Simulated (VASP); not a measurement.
Runs of VASP 6.6.1 on Re. The structure is that of space group P6_3/mmc (No. 194), or close to it. The cells are those of the table. 

```tsv
cell	k mesh	gap on the mesh (eV)	pressure (GPa)
a = 2.708, b = 2.708, c = 8.729 Å, angles 90.0, 90.0, 120.0°, 4 atoms	15 × 15 × 4	none	35.8
a = 2.784, b = 2.784, c = 8.975 Å, angles 90.0, 90.0, 120.0°, 4 atoms	17 × 17 × 5	none	(b)
a = 2.784, b = 2.784, c = 8.975 Å, angles 90.0, 90.0, 120.0°, 4 atoms	15 × 15 × 4	none	-0.6
a = 2.668, b = 2.668, c = 8.601 Å, angles 90.0, 90.0, 120.0°, 4 atoms	15 × 15 × 4	none	(a)
a = 2.746, b = 2.746, c = 8.854 Å, angles 90.0, 90.0, 120.0°, 4 atoms	15 × 15 × 4	none	15.6
a = 2.784, b = 2.784, c = 8.975 Å, angles 90.0, 90.0, 120.0°, 4 atoms	13 × 13 × 4	none	-0.6
a = 2.821, b = 2.821, c = 9.093 Å, angles 90.0, 90.0, 120.0°, 4 atoms	15 × 15 × 4	none	-13.5
a = 2.856, b = 2.856, c = 9.208 Å, angles 90.0, 90.0, 120.0°, 4 atoms	15 × 15 × 4	none	-23.8
```

Alike in all rows: task single point; level revPBE; potentials or basis VASP PAW PBE potentials, release 64 (Re); no spin polarisation; cutoff (eV) 520; smearing fermi-dirac 0.1 eV.

**Question.** Fill in the values left out.

**Answer.** (a) 60.9; (b) -0.7.

Caveats: the PAW data sets were made with another functional, which shifts forces and pressure a little; spin-orbit coupling is left out, which moves the levels of the heavy elements.

A k mesh can miss the band edges, and the runs leave out spin-orbit coupling on Re.

A gap of «none» marks levels without a gap at the run's occupations.
